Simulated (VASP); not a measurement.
A run of VASP 6.6.1:

File INCAR:

```
SYSTEM = SiC2
PREC = Accurate
ENCUT = 520
EDIFF = 1E-6
ISMEAR = 0
SIGMA = 0.2
LREAL = .FALSE.
LASPH = .TRUE.
NELM = 80
ALGO = Normal
ISIF = 2
LWAVE = .FALSE.
LCHARG = .FALSE.
GGA = PE
NBANDS = 21
```

The input KPOINTS:

```
Automatic mesh
0
G
  8 6 4
  0 0 0
```

The input POSCAR:

```
SiC2
1.0
    1.2273192522     -2.1265484621     -0.0844656600
   -3.6596233401     -2.1125905557      0.0048697087
    0.1541506234     -0.2556935277     -9.5166476313
Si C
2 4
Direct
    0.2488124560     -0.0037220104     -0.0689838197
    0.2109148072      0.4968374790      0.0709242620
    0.5100547470      0.8349806237      0.4995804108
    1.0100865871      0.3349663658      0.4994488708
    1.0100812544      0.6684744024      0.4994474845
    0.5100501484      0.1684631395      0.4995827917
```

Potentials or basis: VASP PAW PBE potentials, release 64 (Si, C).

Run with:

```console
$ cat potpaw_PBE.64/Si/POTCAR potpaw_PBE.64/C/POTCAR > POTCAR
$ mpirun -np 1 vasp_std > vasp.out
```

Hardware: 1 thread of Intel(R) Xeon(R) Platinum 8559C (Emerald Rapids), on a shared host.

How long does it take, and how much memory?

Run time: 2.3 min on 1 thread of Intel(R) Xeon(R) Platinum 8559C (Emerald Rapids), on a shared host, peak memory 0.29 GiB. Counts: scf iterations 14, k points 100.
